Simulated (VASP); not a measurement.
# CdS (scan) (P6_3mc) in VASP: further runs, part 2 of 3

VASP 6.6.1. The steps go on from the part before.

### 3 Single point, r2SCAN

This run uses another cell than the first one, of 25.42 Å³/atom, 1.021 times its volume.

File POSCAR:

```
CdS
1.0
    4.1647060644      0.0000000000      0.0000000000
   -2.0823530322      3.6067412511      0.0000000000
    0.0000000000      0.0000000000      6.7678927443
Cd S
2 2
Direct
    0.3333333333      0.6666666667      0.0000513116
    0.6666666667      0.3333333333      0.5000513116
    0.3333333333      0.6666666667      0.3769486884
    0.6666666667      0.3333333333      0.8769486884
```

File INCAR.step1:

```
  PREC = Accurate
  ENCUT = 520
  ISMEAR = 0
  SIGMA = 0.02
  LREAL = False
  LASPH = True
  NELM = 60
  NBANDS = 26
  GGA = PE
  ALGO = Normal
  EDIFF = 1E-4
  LWAVE = True
  LCHARG = False
```

File INCAR.step2:

```
  PREC = Accurate
  ENCUT = 520
  EDIFF = 1E-6
  ISMEAR = 0
  SIGMA = 0.02
  LREAL = False
  LASPH = True
  NELM = 60
  ALGO = Normal
  ISIF = 2
  LWAVE = False
  LCHARG = False
  METAGGA = R2SCAN
  LMIXTAU = True
  NBANDS = 26
  ISTART = 1
```

File KPOINTS:

```
regular mesh
0
Gamma
  9 9 4
```

Potentials or basis: VASP PAW PBE potentials, release 64 (Cd, S).

Launch:

```
$ cat potpaw_PBE.64/Cd/POTCAR potpaw_PBE.64/S/POTCAR > POTCAR
$ cp INCAR.step1 INCAR
$ mpirun -np 1 vasp_std > vasp.out
$ cp INCAR.step2 INCAR
$ mpirun -np 1 vasp_std > vasp.out
```

OUTCAR:

```text
PREC = Accurate
   ENCUT = 520
   EDIFF = 1E-6
   ISMEAR = 0
   LREAL = False
   LASPH = True
   NELM = 60
   ISIF = 2
   METAGGA = R2SCAN
   ISTART = 1

 ion  position               nearest neighbor table
   1  0.333  0.667  0.000-   4 2.54   4 2.54   4 2.54   3 2.55
   2  0.667  0.333  0.500-   3 2.54   3 2.54   3 2.54   4 2.55
   3  0.333  0.667  0.377-   2 2.54   2 2.54   2 2.54   1 2.55
   4  0.667  0.333  0.877-   1 2.54   1 2.54   1 2.54   2 2.55

  LATTYP: Found a hexagonal cell.
 ALAT       =     4.1647060644
 C/A-ratio  =     1.6250589212

  Lattice vectors:

 A1 = (   4.1647060644,   0.0000000000,   0.0000000000)
 A2 = (  -2.0823530322,   3.6067412511,   0.0000000000)
 A3 = (   0.0000000000,   0.0000000000,   6.7678927443)

Analysis of symmetry for initial positions (statically):
=====================================================================
 Subroutine PRICEL returns:
 Original cell was already a primitive cell.

 Routine SETGRP: Setting up the symmetry group for a
 hexagonal supercell.

 Subroutine GETGRP returns: Found 12 space group operations
 (whereof  6 operations were pure point group operations)
 out of a pool of 24 trial point group operations.

The static configuration has the point symmetry C_3v.
 The point group associated with its full space group is C_6v.

Analysis of symmetry for dynamics (positions and initial velocities):
=====================================================================
 Subroutine PRICEL returns:
 Original cell was already a primitive cell.

 Routine SETGRP: Setting up the symmetry group for a
 hexagonal supercell.

 Subroutine GETGRP returns: Found 12 space group operations
 (whereof  6 operations were pure point group operations)
 out of a pool of 24 trial point group operations.

The dynamic configuration has the point symmetry C_3v.
 The point group associated with its full space group is C_6v.

 Subroutine INISYM returns: Found 12 space group operations
 (whereof  6 operations are pure point group operations),
 and found     1 'primitive' translations

----------------------------------------------------------------------------------------

                                     Primitive cell

  volume of cell :     101.6606

  direct lattice vectors                    reciprocal lattice vectors
     4.164706064  0.000000000  0.000000000     0.240112984  0.138629296  0.000000000
    -2.082353032  3.606741251  0.000000000     0.000000000  0.277258592  0.000000000
     0.000000000  0.000000000  6.767892744     0.000000000  0.000000000  0.147756479

  length of vectors
     4.164706064  4.164706064  6.767892744     0.277258592  0.277258592  0.147756479

  position of ions in fractional coordinates (direct lattice)
     0.333333333  0.666666667  0.000051312
     0.666666667  0.333333333  0.500051312
     0.333333333  0.666666667  0.376948688
     0.666666667  0.333333333  0.876948688

  ion indices of the primitive-cell ions
   primitive index   ion index
                 1           1
                 2           2
                 3           3
                 4           4

----------------------------------------------------------------------------------------

 KPOINTS: regular mesh

Automatic generation of k-mesh.
 Grid dimensions read from file:
 generate k-points for:    9    9    4

 Generating k-lattice:

  Cartesian coordinates                     Fractional coordinates (reciprocal lattice)
     0.026679220  0.015403255  0.000000000     0.111111111 -0.000000000  0.000000000
     0.000000000  0.030806510  0.000000000     0.000000000  0.111111111  0.000000000
     0.000000000  0.000000000  0.036939120     0.000000000  0.000000000  0.250000000

  Length of vectors
     0.030806510  0.030806510  0.036939120

  Shift w.r.t. Gamma in fractional coordinates (k-lattice)
     0.000000000  0.000000000  0.000000000

 Subroutine IBZKPT returns following result:
 ===========================================

 Found     36 irreducible k-points:

 Following reciprocal coordinates:
            Coordinates               Weight
  0.000000  0.000000  0.000000      1.000000
  0.111111 -0.000000  0.000000      6.000000
  0.222222 -0.000000  0.000000      6.000000
  0.333333 -0.000000  0.000000      6.000000
  0.444444 -0.000000  0.000000      6.000000
  0.111111  0.111111  0.000000      6.000000
[... 16 lines left out ...]
  0.333333  0.222222  0.250000     24.000000
  0.333333  0.333333  0.250000      4.000000
 [... further k-points ...]
   k-points           NKPTS =     36   k-points in BZ     NKDIM =     36   number of bands    NBANDS=     26
   number of dos      NEDOS =    301   number of ions     NIONS =      4
   total plane-waves  NPLWV =  51200
   dimension x,y,z NGX =    32 NGY =   32 NGZ =   50
   dimension x,y,z NGXF=    64 NGYF=   64 NGZF=  100
   ions per type =               2   2
   NGX,Y,Z   is equivalent  to a cutoff of  12.77, 12.77, 12.28 a.u.
   NGXF,Y,Z  is equivalent  to a cutoff of  25.55, 25.55, 24.56 a.u.
 SYSTEM =  unknown system
   PREC   = accura    normal or accurate (medium, high low for compatibility)
   ISTART =      1    job   : 0-new  1-cont  2-samecut
   ICHARG =      0    charge: 1-file 2-atom 10-const
   ISPIN  =      1    spin polarized calculation?
   LNONCOLLINEAR =      F non collinear calculations
   LSORBIT =      F    spin-orbit coupling
   LASPH  =      T    aspherical Exc in radial PAW
   ENCUT  =  520.0 eV  38.22 Ry    6.18 a.u.   7.74  7.74 12.58*2*pi/ulx,y,z
   NELM   =     60;   NELMIN=  2; NELMDL=  0     # of ELM steps
   EDIFF  = 0.1E-05   stopping-criterion for ELM
   LREAL  =      F    real-space projection
   EDIFFG = 0.1E-04   stopping-criterion for IOM
   NSW    =      0    number of steps for IOM
   IBRION =     -1    ionic relax: 0-MD 1-quasi-New 2-CG
   NFREE  =      0    steps in history (QN), initial steepest desc. (CG)
   ISIF   =      2    stress and relaxation
   ISYM   =      2    0-nonsym 1-usesym 2-fastsym
   POTIM  = 0.5000    time-step for ionic-motion
   TEBEG  =    0.0;   TEEND  =   0.0 temperature during run
   PSTRESS=    0.0 pullay stress
   NELECT =      36.0000    total number of electrons
   NUPDOWN=      -1.0000    fix difference up-down
   EMIN   =  10.00;   EMAX   =-10.00  energy-range for DOS
   EFERMI =   0.00;   METHOD = LEGACY
   ISMEAR =     0;   SIGMA  =   0.02  broadening in eV -4-tet -1-fermi 0-gaus
   EFERMI_NEDOS =   21; number of points for ismear=-14 and -15
   IALGO  =     38    algorithm
   IMIX   =      4    mixing-type and parameters
     AMIX     =   0.40;   BMIX     =  1.00
     AMIX_MAG =   1.60;   BMIX_MAG =  1.00
  volume/ion in A,a.u.               =      25.42       171.51
  Fermi-wavevector in a.u.,A,eV,Ry     =   1.158221  2.188720 18.251884  1.341476
  Thomas-Fermi vector in A             =   2.294825
   LORBIT       =      0    0 simple, 1 ext, 2 COOP (PROOUT), +10 PAW based schemes
   METAGGA = R2SCAN    functional components
   LHFCALC =     F    Hartree Fock is set to
   AEXX    =    0.0000 exact exchange contribution
   IVDW    =     0    specifies the selected vdW correction
   LEPSILON=     F    determine dielectric tensor
   LRPA    =     F    only Hartree local field effects (RPA)
 non-spin polarized calculation
 Gauss-broadening in eV      SIGMA  =   0.02
  energy-cutoff  :      520.00
  volume of cell :      101.66
 maximum number of plane-waves:      2786
 NGX is ok and might be reduce to    32
   NGX = 15   NGY = 15   NGZ = 25

 number of electron      35.9999996 magnetization

 Free energy of the ion-electron system (eV)
  ---------------------------------------------------
  ext. energy  EPLUGINS =         0.00000000
  ---------------------------------------------------
  free energy    TOTEN  =       -59.38251934 eV

  energy without entropy =      -59.38251934  energy(sigma->0) =      -59.38251934

 E-fermi :   0.9267     XC(G=0):  -9.6074

 val. band max:        0.8410796159   @ k =   0.0000   0.0000   0.0000
 cond. band min:       2.4667180018   @ k =   0.0000   0.0000   0.0000
 fundamental gap:      1.6256383860
 Fermi energy:         0.9267346035

 k-point     1 :       0.0000    0.0000    0.0000
  band No.  band energies     occupation
      1     -11.8857      2.00000
      2     -11.4724      2.00000
      3      -7.0178      2.00000
      4      -7.0129      2.00000
      5      -7.0129      2.00000
      6      -6.9267      2.00000
[... 18 lines left out ...]
     25       8.9619      0.00000
     26       8.9619      0.00000
[... 644 lines left out ...]
      4      -6.8004      2.00000
      5      -6.8004      2.00000
      6      -6.7283      2.00000
[... 18 lines left out ...]
     25      10.6041      0.00000
     26      10.9112      0.00000

 [... further k-points ...]
[... 5 lines left out ...]
  --------------------------------------------------------------------------------------
  -------------------------------------------------------------------------------------
  Total        0.1725539      0.1725539      0.1755801      0.0000000      0.0000000      0.0000000
  in kB        2.7194596      2.7194596      2.7671528      0.0000000      0.0000000      0.0000000
  external PRESSURE =       2.7353574 kB  Pullay stress =       0.0000000 kB

 VOLUME and BASIS-vectors are now :
 -----------------------------------------------------------------------------
  energy-cutoff  :      520.00
  volume of cell :      101.66
      direct lattice vectors                 reciprocal lattice vectors
     4.164706064  0.000000000  0.000000000     0.240112984  0.138629296  0.000000000
    -2.082353032  3.606741251  0.000000000     0.000000000  0.277258592  0.000000000
     0.000000000  0.000000000  6.767892744     0.000000000  0.000000000  0.147756479

 POSITION                                       TOTAL-FORCE (eV/Angst)
 -----------------------------------------------------------------------------------
     -0.00000      2.40449      0.00035        -0.000000      0.000000     -0.000292
      2.08235      1.20225      3.38429         0.000000     -0.000000     -0.000292
     -0.00000      2.40449      2.55115         0.000000     -0.000000      0.000292
      2.08235      1.20225      5.93509         0.000000      0.000000      0.000292
 -----------------------------------------------------------------------------------
    total drift:                               -0.000000      0.000000     -0.005020

  FREE ENERGIE OF THE ION-ELECTRON SYSTEM (eV)
  ---------------------------------------------------
  free  energy   TOTEN  =       -59.3825193408 eV

  energy  without entropy=      -59.3825193408  energy(sigma->0) =      -59.38251934
```

Wall time 2.3 min (1 thread of Intel Xeon 6975P-C (Granite Rapids), shared host); peak memory 0.27 GiB.

Results:

| Property | Result |
| --- | --- |
| Free energy | -59.3825 eV |
| Pressure | 0.3 GPa |
| Band gap on the k mesh | 1.63 eV, direct |

Levels at points of the mesh, in eV from the valence-band top:
```
           k point  band 14  band 15  band 16  band 17  band 18  band 19  band 20  band 21  band 22  band 23
(0.00, 0.00, 0.00)    -0.74    -0.74    -0.04     0.00     0.00     1.63     3.22     6.99     6.99     7.33
(0.00, 0.00, 0.50)    -2.41    -0.38    -0.38    -0.38    -0.38     3.26     3.26     6.62     6.62     7.33
```

Caveat: the PAW data sets were made with another functional, which shifts forces and pressure a little. r2SCAN opens gaps a little over a GGA but as a rule still falls short of measured ones.

### 4 Single point, r2SCAN

This run uses another cell than the first one, of 25.42 Å³/atom, 1.021 times its volume.

POSCAR is that of step 3.

File INCAR.step1:

```
SYSTEM = CdS
  PREC = Accurate
  ENCUT = 520
  ISMEAR = 0
  SIGMA = 0.01
  LREAL = .FALSE.
  LASPH = .TRUE.
  NELM = 100
  NBANDS = 26
  GGA = PE
  ALGO = Normal
  EDIFF = 1E-4
  LWAVE = .TRUE.
  LCHARG = .FALSE.
```

File INCAR.step2:

```
SYSTEM = CdS
  PREC = Accurate
  ENCUT = 520
  EDIFF = 1E-6
  ISMEAR = 0
  SIGMA = 0.01
  LREAL = .FALSE.
  LASPH = .TRUE.
  NELM = 100
  ALGO = Normal
  ISIF = 2
  LWAVE = .FALSE.
  LCHARG = .TRUE.
  METAGGA = R2SCAN
  LMIXTAU = .TRUE.
  LELF = .TRUE.
  LVHAR = .TRUE.
  NBANDS = 26
  ISTART = 1
```

File KPOINTS:

```
regular mesh
0
G
  9 9 4
  0 0 0
```

Launch:

```
$ cat potpaw_PBE.64/Cd/POTCAR potpaw_PBE.64/S/POTCAR > POTCAR
$ cp INCAR.step1 INCAR
$ mpirun -np 1 vasp_std > vasp.out
$ cp INCAR.step2 INCAR
$ mpirun -np 1 vasp_std > vasp.out
```

It took 2.2 min on 1 thread of Intel Xeon 6975P-C (Granite Rapids), shared host; peak memory 0.27 GiB.

Results (log left out):

| Item | Value |
| --- | --- |
| Free energy | -59.3825 eV |
| Pressure | 0.3 GPa |
| Band gap on the k mesh | 1.63 eV, direct |

Levels at points of the mesh, in eV from the valence-band top:
| k point | band 14 | band 15 | band 16 | band 17 | band 18 | band 19 | band 20 | band 21 | band 22 | band 23 |
| --- | --- | --- | --- | --- | --- | --- | --- | --- | --- | --- |
| (0.00, 0.00, 0.00) | -0.74 | -0.74 | -0.04 | 0.00 | 0.00 | 1.63 | 3.22 | 6.99 | 6.99 | 7.33 |
| (0.00, 0.00, 0.50) | -2.41 | -0.38 | -0.38 | -0.38 | -0.38 | 3.26 | 3.26 | 6.62 | 6.62 | 7.33 |

Caveat: the PAW data sets were made with another functional, which shifts forces and pressure a little.

(Part 2 of 3 ends here.)
